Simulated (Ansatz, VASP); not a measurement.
# I in VASP and in Ansatz

File INCAR:

```
SYSTEM = I
  PREC = Accurate
  ENCUT = 520
  EDIFF = 1E-6
  ISMEAR = -1
  SIGMA = 0.05
  LREAL = .False.
  LASPH = .True.
  NELM = 80
  ALGO = Normal
  ISIF = 2
  LWAVE = .False.
  LCHARG = .True.
  GGA = PE
  LELF = .True.
  LVHAR = .True.
  NBANDS = 22
```

KPOINTS

```
regular mesh
0
Gamma
  4 4 2
  0 0 0
```

POSCAR

```
I
1.0
    3.6350350000     -2.3950200000      0.0000000000
    3.6350350000      2.3950200000      0.0000000000
    0.0000000000      0.0000000000      9.7934400000
I
4
Direct
    0.6493000000      0.3507000000      0.3844000000
    0.1493000000      0.8507000000      0.1156000000
    0.3507000000      0.6493000000      0.6156000000
    0.8507000000      0.1493000000      0.8844000000
```

Contents of input.yaml:

```yaml
crystal:
  lattice:
    - [3.635035, -2.39502, 0.0]
    - [3.635035, 2.39502, 0.0]
    - [0.0, 0.0, 9.79344]
  atoms:
    - { symbol: I, position: [0.6493, 0.3507, 0.3844] }
    - { symbol: I, position: [0.1493, 0.8507, 0.1156] }
    - { symbol: I, position: [0.3507, 0.6493, 0.6156] }
    - { symbol: I, position: [0.8507, 0.1493, 0.8844] }
hamiltonian:
  xc: pbe
  pseudopotentials: { kind: paw }
kpoints:
  mp_grid: { grid: [4, 4, 2] }
scf:
  occupations: { method: fermi_dirac, width: 0.05 }
output:
  forces: true
  stress: true
  eigenvalues: true
  write_density: true
  write_potential: true
  elf: true
  volumetric_format: npy
```

Alike in both runs: task single point; functional PBE; k mesh 4 × 4 × 2; occupations fermi-dirac, width 0.05 eV; no spin polarisation.

|  | VASP | Ansatz |
| --- | --- | --- |
| version | VASP 6.6.1 | Ansatz 0.2.0 |
| potentials or method | VASP PAW PBE potentials, release 64 (I) | Ansatz PAW |
| plane-wave cutoff (eV) | 520 | 420 |
| valence electrons in the cell | 28 | 68 |

VASP gave:

| Quantity | Value |
| --- | --- |
| gap on the k mesh at the Fermi level (eV) | 1.30 |
| least direct gap on the mesh (eV) | 1.41 |
| pressure (GPa) | 1.8 |
| traceless stress, the component that is largest in VASP (GPa) | 0.96 |
| rms of the force components (eV/Å) | 0.481 |

Question: Estimate Ansatz's values.

Answer: gap on the k mesh at the Fermi level (eV): 1.29; least direct gap on the mesh (eV): 1.41; pressure (GPa): 1.8; traceless stress, the component that is largest in VASP (GPa): 0.98; rms of the force components (eV/Å): 0.489.

Atom by atom the forces differ by 0.009 eV/Å (rms over components). VASP's potentials hold 28 valence electrons a cell and Ansatz's 68, so a difference there can come from the potentials and not from the codes.

Neither program's run includes spin-orbit coupling.
